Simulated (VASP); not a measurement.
# W (Fm-3m) in VASP: relaxation of cell and atoms with PBE

Aim: the relaxation of cell and atoms of W with PBE.

All numbers are computed with VASP 6.6.1; they aren't measurements. Logs are shortened: lines on timing, memory, paths and dates and some standing lists are left out, and cuts for length are marked.

### Step 1. The cell of the first run

It takes space group Fm-3m (No. 225, cubic). The conventional cell has a = 4.012 Å, b = 4.012 Å, c = 4.012 Å, α = 90.00°, β = 90.00°, γ = 90.00°. W (site symmetry m-3m) has 12 W at 2.84 Å within 3.7 Å.

This isn't the form of W at room conditions, which is bcc.

### Step 2. Relaxation of cell and atoms, PBE

Contents of INCAR:

```
SYSTEM = W
PREC = Accurate ; ENCUT = 600
EDIFF = 1E-7 ; ISMEAR = -1
SIGMA = 0.05 ; LREAL = .FALSE.
LASPH = .TRUE. ; NELM = 60
ALGO = Normal ; ISIF = 3
LWAVE = .FALSE. ; LCHARG = .FALSE.
GGA = PE ; IBRION = 2
NSW = 60 ; EDIFFG = -0.005
```

Contents of KPOINTS:

```
Automatic mesh
0
G
  17 17 17
  0 0 0
```

Contents of POSCAR:

```
W
1.0
    0.0000000000      2.0060235071      2.0060235071
    2.0060235071      0.0000000000      2.0060235071
    2.0060235071      2.0060235071      0.0000000000
W
1
Direct
    0.0000000000      0.0000000000      0.0000000000
```

Potentials or basis: VASP PAW PBE potentials, release 64 (W_sv).

Started as:

```sh
cat potpaw_PBE.64/W_sv/POTCAR > POTCAR
mpirun -np 1 vasp_std > vasp.out
```

OUTCAR:

```text
SYSTEM = W
   PREC = Accurate
   ENCUT = 600
   EDIFF = 1E-7
   ISMEAR = -1
   LREAL = .FALSE.
   LASPH = .TRUE.
   NELM = 60
   ISIF = 3
   GGA = PE
   IBRION = 2
   NSW = 60
   EDIFFG = -0.005

 ion  position               nearest neighbor table
   1  0.000  0.000  0.000-

  LATTYP: Found a face centered cubic cell.
 ALAT       =     4.0120470142

  Lattice vectors:

 A1 = (   0.0000000000,   2.0060235071,   2.0060235071)
 A2 = (   2.0060235071,   0.0000000000,   2.0060235071)
 A3 = (   2.0060235071,   2.0060235071,   0.0000000000)

Analysis of symmetry for initial positions (statically):
=====================================================================
 Subroutine PRICEL returns:
 Original cell was already a primitive cell.

 Routine SETGRP: Setting up the symmetry group for a
 face centered cubic supercell.

 Subroutine GETGRP returns: Found 48 space group operations
 (whereof 48 operations were pure point group operations)
 out of a pool of 48 trial point group operations.

The static configuration has the point symmetry O_h .

Analysis of symmetry for dynamics (positions and initial velocities):
=====================================================================
 Subroutine PRICEL returns:
 Original cell was already a primitive cell.

 Routine SETGRP: Setting up the symmetry group for a
 face centered cubic supercell.

 Subroutine GETGRP returns: Found 48 space group operations
 (whereof 48 operations were pure point group operations)
 out of a pool of 48 trial point group operations.

The dynamic configuration has the point symmetry O_h .

 Subroutine INISYM returns: Found 48 space group operations
 (whereof 48 operations are pure point group operations),
 and found     1 'primitive' translations

----------------------------------------------------------------------------------------

                                     Primitive cell

  volume of cell :      16.1450

  direct lattice vectors                    reciprocal lattice vectors
     0.000000000  2.006023507  2.006023507    -0.249249322  0.249249322  0.249249322
     2.006023507  0.000000000  2.006023507     0.249249322 -0.249249322  0.249249322
     2.006023507  2.006023507  0.000000000     0.249249322  0.249249322 -0.249249322

  length of vectors
     2.836945650  2.836945650  2.836945650     0.431712490  0.431712490  0.431712490

  position of ions in fractional coordinates (direct lattice)
     0.000000000  0.000000000  0.000000000

  ion indices of the primitive-cell ions
   primitive index   ion index
                 1           1

----------------------------------------------------------------------------------------

 KPOINTS: Automatic mesh

Automatic generation of k-mesh.
 Grid dimensions read from file:
 generate k-points for:   17   17   17

 Generating k-lattice:

  Cartesian coordinates                     Fractional coordinates (reciprocal lattice)
    -0.014661725  0.014661725  0.014661725     0.058823529  0.000000000  0.000000000
     0.014661725 -0.014661725  0.014661725     0.000000000  0.058823529  0.000000000
     0.014661725  0.014661725 -0.014661725     0.000000000  0.000000000  0.058823529

  Length of vectors
     0.025394852  0.025394852  0.025394852

  Shift w.r.t. Gamma in fractional coordinates (k-lattice)
     0.000000000  0.000000000  0.000000000

 Subroutine IBZKPT returns following result:
 ===========================================

 Found    165 irreducible k-points:

 Following reciprocal coordinates:
            Coordinates               Weight
  0.000000  0.000000  0.000000      1.000000
  0.058824  0.000000  0.000000      8.000000
  0.117647  0.000000  0.000000      8.000000
  0.176471  0.000000  0.000000      8.000000
  0.235294  0.000000  0.000000      8.000000
  0.294118  0.000000  0.000000      8.000000
[... 16 lines left out ...]
 -0.176471  0.058824  0.000000     24.000000
 -0.117647  0.058824  0.000000     24.000000
 [... further k-points ...]
   k-points           NKPTS =    165   k-points in BZ     NKDIM =    165   number of bands    NBANDS=     11
   number of dos      NEDOS =    301   number of ions     NIONS =      1
   total plane-waves  NPLWV =  13824
   dimension x,y,z NGX =    24 NGY =   24 NGZ =   24
   dimension x,y,z NGXF=    48 NGYF=   48 NGZF=   48
   ions per type =               1
   NGX,Y,Z   is equivalent  to a cutoff of  14.06, 14.06, 14.06 a.u.
   NGXF,Y,Z  is equivalent  to a cutoff of  28.13, 28.13, 28.13 a.u.
 SYSTEM =  W
   PREC   = accura    normal or accurate (medium, high low for compatibility)
   ISTART =      0    job   : 0-new  1-cont  2-samecut
   ICHARG =      2    charge: 1-file 2-atom 10-const
   ISPIN  =      1    spin polarized calculation?
   LNONCOLLINEAR =      F non collinear calculations
   LSORBIT =      F    spin-orbit coupling
   LASPH  =      T    aspherical Exc in radial PAW
   ENCUT  =  600.0 eV  44.10 Ry    6.64 a.u.   5.67  5.67  5.67*2*pi/ulx,y,z
   NELM   =     60;   NELMIN=  2; NELMDL= -5     # of ELM steps
   EDIFF  = 0.1E-06   stopping-criterion for ELM
   LREAL  =      F    real-space projection
   EDIFFG = -.5E-02   stopping-criterion for IOM
   NSW    =     60    number of steps for IOM
   IBRION =      2    ionic relax: 0-MD 1-quasi-New 2-CG
   NFREE  =      1    steps in history (QN), initial steepest desc. (CG)
   ISIF   =      3    stress and relaxation
   ISYM   =      2    0-nonsym 1-usesym 2-fastsym
   POTIM  = 0.5000    time-step for ionic-motion
   TEBEG  =    0.0;   TEEND  =   0.0 temperature during run
   PSTRESS=    0.0 pullay stress
   NELECT =      14.0000    total number of electrons
   NUPDOWN=      -1.0000    fix difference up-down
   EMIN   =  10.00;   EMAX   =-10.00  energy-range for DOS
   EFERMI =   0.00;   METHOD = LEGACY
   ISMEAR =    -1;   SIGMA  =   0.05  broadening in eV -4-tet -1-fermi 0-gaus
   EFERMI_NEDOS =   21; number of points for ismear=-14 and -15
   IALGO  =     38    algorithm
   IMIX   =      4    mixing-type and parameters
     AMIX     =   0.40;   BMIX     =  1.00
     AMIX_MAG =   1.60;   BMIX_MAG =  1.00
  volume/ion in A,a.u.               =      16.14       108.95
  Fermi-wavevector in a.u.,A,eV,Ry     =   1.561127  2.950102 33.158985  2.437117
  Thomas-Fermi vector in A             =   2.664238
   LORBIT       =      0    0 simple, 1 ext, 2 COOP (PROOUT), +10 PAW based schemes
   GGA     = PE    functional components
   LHFCALC =     F    Hartree Fock is set to
   AEXX    =    0.0000 exact exchange contribution
   IVDW    =     0    specifies the selected vdW correction
   LEPSILON=     F    determine dielectric tensor
   LRPA    =     F    only Hartree local field effects (RPA)
 conjugate gradient relaxation of ions
 non-spin polarized calculation
  energy-cutoff  :      600.00
  volume of cell :       16.14
 maximum number of plane-waves:       550
   NGX = 11   NGY = 11   NGZ = 11

--------------------------------------- Ionic step        1  -------------------------------------------

 number of electron      14.0000001 magnetization

 Free energy of the ion-electron system (eV)
  ---------------------------------------------------
  ext. energy  EPLUGINS =         0.00000000
  ---------------------------------------------------
  free energy    TOTEN  =       -12.46779685 eV

  energy without entropy =      -12.45629732  energy(sigma->0) =      -12.46204708

------------------------ aborting loop because EDIFF is reached ----------------------------------------

  FORCE on cell =-STRESS in cart. coord.  units (eV):
  Direction    XX          YY          ZZ          XY          YZ          ZX
  --------------------------------------------------------------------------------------
  -------------------------------------------------------------------------------------
  Total        0.6181403      0.6181403      0.6181403      0.0000000      0.0000000      0.0000000
  in kB       61.3422314     61.3422314     61.3422314      0.0000000      0.0000000      0.0000000
  external PRESSURE =      61.3422314 kB  Pullay stress =       0.0000000 kB

 VOLUME and BASIS-vectors are now :
 -----------------------------------------------------------------------------
  energy-cutoff  :      600.00
  volume of cell :       16.14
      direct lattice vectors                 reciprocal lattice vectors
     0.000000000  2.006023507  2.006023507    -0.249249322  0.249249322  0.249249322
     2.006023507  0.000000000  2.006023507     0.249249322 -0.249249322  0.249249322
     2.006023507  2.006023507  0.000000000     0.249249322  0.249249322 -0.249249322

 POSITION                                       TOTAL-FORCE (eV/Angst)
 -----------------------------------------------------------------------------------
      0.00000      0.00000      0.00000         0.000000     -0.000000      0.000000
 -----------------------------------------------------------------------------------
    total drift:                                0.000000      0.000000     -0.000000

  FREE ENERGIE OF THE ION-ELECTRON SYSTEM (eV)
  ---------------------------------------------------
  free  energy   TOTEN  =       -12.4677968467 eV

  energy  without entropy=      -12.4562973195  energy(sigma->0) =      -12.46204708

--------------------------------------- Ionic step        2  -------------------------------------------

 number of electron      13.9999998 magnetization

 E-fermi :   9.5265     XC(G=0): -13.0409

 val. band max:        9.5123373957   @ k =   0.2941   0.0588   0.0000
 cond. band min:       9.5275334306   @ k =   0.2353   0.1176   0.0588
 fundamental gap:      0.0151960349
 Fermi energy:         9.5265198921

 k-point     1 :       0.0000    0.0000    0.0000
  band No.  band energies     occupation
      1     -64.2985      2.00000
      2     -28.0076      2.00000
      3     -28.0076      2.00000
      4     -28.0076      2.00000
      5       0.9183      2.00000
      6       9.0484      1.99986
      7       9.0484      1.99986
      8       9.0484      1.99986
      9      11.8630      0.00000
     10      11.8630      0.00000
     11      22.2206      0.00000

 k-point     2 :       0.0588    0.0000    0.0000
  band No.  band energies     occupation
      1     -64.2959      2.00000
      2     -28.0395      2.00000
      3     -28.0118      2.00000
      4     -28.0118      2.00000
      5       1.0582      2.00000
      6       8.9418      1.99998
      7       9.1136      1.99948
      8       9.1136      1.99948
      9      11.8062      0.00000
     10      11.8062      0.00000
     11      22.4995      0.00000
[... 365 lines left out ...]
 POSITION                                       TOTAL-FORCE (eV/Angst)
 -----------------------------------------------------------------------------------
      0.00000      0.00000      0.00000        -0.000000     -0.000000      0.000000
 -----------------------------------------------------------------------------------
    total drift:                                0.000000      0.000000     -0.000000

  FREE ENERGIE OF THE ION-ELECTRON SYSTEM (eV)
  ---------------------------------------------------
  free  energy   TOTEN  =       -12.4742090648 eV

  energy  without entropy=      -12.4622842590  energy(sigma->0) =      -12.46824666

--------------------------------------- Ionic step        4  -------------------------------------------

 number of electron      14.0000002 magnetization

 Free energy of the ion-electron system (eV)
  ---------------------------------------------------
  ext. energy  EPLUGINS =         0.00000000
  ---------------------------------------------------
  free energy    TOTEN  =       -12.47421505 eV

  energy without entropy =      -12.46229872  energy(sigma->0) =      -12.46825688

 E-fermi :  10.4258     XC(G=0): -13.4097

 val. band max:       10.4241014956   @ k =   0.4706   0.3529   0.0588
 cond. band min:      10.4264560167   @ k =  -0.4118   0.0588   0.0000
 fundamental gap:      0.0023545211
 Fermi energy:        10.4257625362

 k-point     1 :       0.0000    0.0000    0.0000
  band No.  band energies     occupation
      1     -63.2571      2.00000
      2     -26.8936      2.00000
      3     -26.8936      2.00000
      4     -26.8936      2.00000
      5       1.4579      2.00000
      6       9.8744      1.99997
      7       9.8744      1.99997
      8       9.8744      1.99997
      9      12.9784      0.00000
     10      12.9784      0.00000
     11      23.2084      0.00000

 k-point     2 :       0.0588    0.0000    0.0000
  band No.  band energies     occupation
      1     -63.2536      2.00000
      2     -26.9343      2.00000
      3     -26.8988      2.00000
      4     -26.8988      2.00000
      5       1.6094      2.00000
      6       9.7562      2.00000
      7       9.9456      1.99987
      8       9.9456      1.99987
      9      12.9128      0.00000
     10      12.9128      0.00000
     11      23.5141      0.00000
[... 330 lines left out ...]
 POSITION                                       TOTAL-FORCE (eV/Angst)
 -----------------------------------------------------------------------------------
      0.00000      0.00000      0.00000         0.000000      0.000000     -0.000000
 -----------------------------------------------------------------------------------
    total drift:                               -0.000000      0.000000     -0.000000

  FREE ENERGIE OF THE ION-ELECTRON SYSTEM (eV)
  ---------------------------------------------------
  free  energy   TOTEN  =       -12.4742150470 eV

  energy  without entropy=      -12.4622987213  energy(sigma->0) =      -12.46825688

 reached required accuracy - stopping structural energy minimisation
```

Wall time 99 s (1 thread of Intel Xeon 8259CL, shared host); peak memory 0.17 GiB.

What came out:

```yaml
Free_energy: -12.4742 eV
Relaxed_volume: 16.49 Å³/atom
Relaxed_cell: a = 2.857 Å, b = 2.857 Å, c = 2.857 Å, α = 60.00°, β = 60.00°, γ = 60.00°
Space_group_after_relaxing_to_0.1_Å: Fm-3m (No. 225)
Energy_gained_by_relaxing: 6.4 meV/atom
Ionic_steps: 4
Pressure_after_relaxing: 0.0 GPa
Band_gap_on_the_k_mesh: zero (bands 7 and 8 overlap by 3.41 eV)
```

The path:
```csv
step,energy change (eV),largest force (eV/Å),pressure (GPa),volume (Å³)
1,0.0000,0.0000,6.13,16.15
2,0.0561,0.0000,-16.56,17.63
3,-0.0064,0.0000,-0.17,16.50
4,-0.0064,0.0000,-0.01,16.49
```

Final structure:
```cif
data_structure
_symmetry_space_group_name_H-M 'P 1'
_symmetry_Int_Tables_number 1
_cell_length_a 2.8569
_cell_length_b 2.8569
_cell_length_c 2.8569
_cell_angle_alpha 60.000
_cell_angle_beta 60.000
_cell_angle_gamma 60.000
_cell_volume 16.49
loop_
_atom_site_label
_atom_site_type_symbol
_atom_site_fract_x
_atom_site_fract_y
_atom_site_fract_z
_atom_site_occupancy
W1 W 0.00000 0.00000 0.00000 1
```

Caveat: spin-orbit coupling is left out, which moves the levels of the heavy elements.
